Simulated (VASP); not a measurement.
# Al3Ni4F: single point with PBEsol

Al3Ni4F, a slab with vacuum:

```
Ni Al F
1.0
     2.86217    0.00000    0.00000
     0.00000    2.86217    0.00000
     0.00000    0.00000   27.58650
Ni Al F
4 3 1
Direct
  0.50000 0.50000 0.30812
  0.50000 0.50000 0.41187
  0.50000 0.50000 0.51433
  0.50000 0.50000 0.60961
  0.00000 0.00000 0.36000
  0.00000 0.00000 0.46271
  0.00000 0.00000 0.56680
  0.00000 0.00000 0.64667
```

```json
{"Program": "VASP 6.6.1", "Task": "single point", "Functional": "PBEsol", "Potentials or basis": "VASP PAW PBE potentials, release 64 (Ni_sv_GW, Al, F)", "Cutoff": "520 eV", "k mesh": "10 × 10 × 1", "Occupations": "gaussian, width 0.1 eV", "Spin": "no spin polarisation", "Dipole correction": "yes", "Further INCAR settings": "ALGO = Normal; EDIFF = 1e-06; NBANDS = 54; NELMDL = -8"}
```

The largest force is 1.068 eV/Å and the band gap on the k mesh is zero (bands 44 and 45 overlap by 0.78 eV).

Forces in eV/Å, atoms in the order of the input:
```
Ni   0.000  0.000  0.720
Ni   0.000  0.000  0.339
Ni   0.000  0.000 -0.015
Ni   0.000  0.000  0.017
Al   0.000  0.000 -1.068
Al   0.000  0.000 -0.003
Al   0.000  0.000 -0.004
F    0.000  0.000  0.013
```

Levels at points of the mesh, in eV from the Fermi level:
| k point | band 41 | band 42 | band 43 | band 44 | band 45 | band 46 | band 47 | band 48 |
| --- | --- | --- | --- | --- | --- | --- | --- | --- |
| (0.00, 0.00, 0.00) | -0.80 | -0.68 | -0.66 | -0.54 | 0.06 | 1.57 | 3.42 | 4.80 |
| (0.50, 0.00, 0.00) | -0.77 | -0.76 | -0.71 | -0.54 | -0.20 | -0.10 | 1.55 | 2.02 |
| (0.50, 0.50, 0.00) | -0.16 | -0.12 | 0.50 | 0.50 | 1.51 | 1.88 | 2.14 | 2.45 |

Wall time 11 min on 1 thread of Intel(R) Xeon(R) Platinum 8488C (Sapphire Rapids) (shared host), peak memory 0.48 GiB.

Caveat: the PAW data sets were made with another functional, which shifts forces and pressure a little; the run has no spin polarisation, though such a crystal can be magnetic. With open d or f shells a metallic result of PBEsol can be an artefact of self-interaction; +U or a hybrid may open a gap.
